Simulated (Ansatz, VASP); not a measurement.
# Two plane-wave programs on Rh

The input INCAR:

```
SYSTEM = Rh
ALGO = Normal
EDIFF = 1E-6
ENCUT = 500
GGA = PE
GGA_COMPAT = .False.
ISIF = 2
ISMEAR = -1
ISPIN = 2
LASPH = .True.
LCHARG = .True.
LELF = .True.
LMAXMIX = 4
LORBIT = 11
LREAL = .False.
LVHAR = .True.
LWAVE = .False.
MAGMOM = 0.72
NBANDS = 18
NELM = 200
PREC = Accurate
SIGMA = 0.1
```

Contents of KPOINTS:

```
k-points
0
Gamma
  8 8 8
  0 0 0
```

File POSCAR:

```
Rh
1.0
   -1.5952990000      1.5952990000      1.5952990000
    1.5952990000     -1.5952990000      1.5952990000
    1.5952990000      1.5952990000     -1.5952990000
Rh
1
Direct
    0.0000000000      0.0000000000      0.0000000000
```

Input for Ansatz:

```yaml
crystal:
  lattice:
    - [-1.595299, 1.595299, 1.595299]
    - [1.595299, -1.595299, 1.595299]
    - [1.595299, 1.595299, -1.595299]
  atoms:
    - { symbol: Rh, position: [0, 0, 0] }
kpoints:
  mp_grid: { grid: [8, 8, 8], shift: [0, 0, 0] }
hamiltonian:
  xc: pbe
  pseudopotentials: { kind: nc }
scf:
  occupations: { method: fermi_dirac }
magnetization:
  spin_polarized: true
```

Alike in both runs: task single point; functional PBE; k mesh 8 × 8 × 8; collinear spin.

|  | VASP | Ansatz |
| --- | --- | --- |
| version | VASP 6.6.1 | Ansatz 0.2 development build |
| potentials or method | VASP PAW PBE potentials, release 64 (Rh_pv) | scalar-relativistic |
| plane-wave cutoff (eV) | 500 | 1197 |
| occupations | fermi-dirac, width 0.1 eV | fermi-dirac |

VASP gave:

```
net moment per atom (μB)                                      : 0.58
size of the moment on the site where the two differ most (μB) : 0.58
```

Q: What did Ansatz give for the same quantities?

A: net moment per atom (μB): 0.65; size of the moment on the site where the two differ most (μB): 0.65.

Site moments also hang on the region over which each program counts them. Ansatz's warnings: negative dielectric reading.
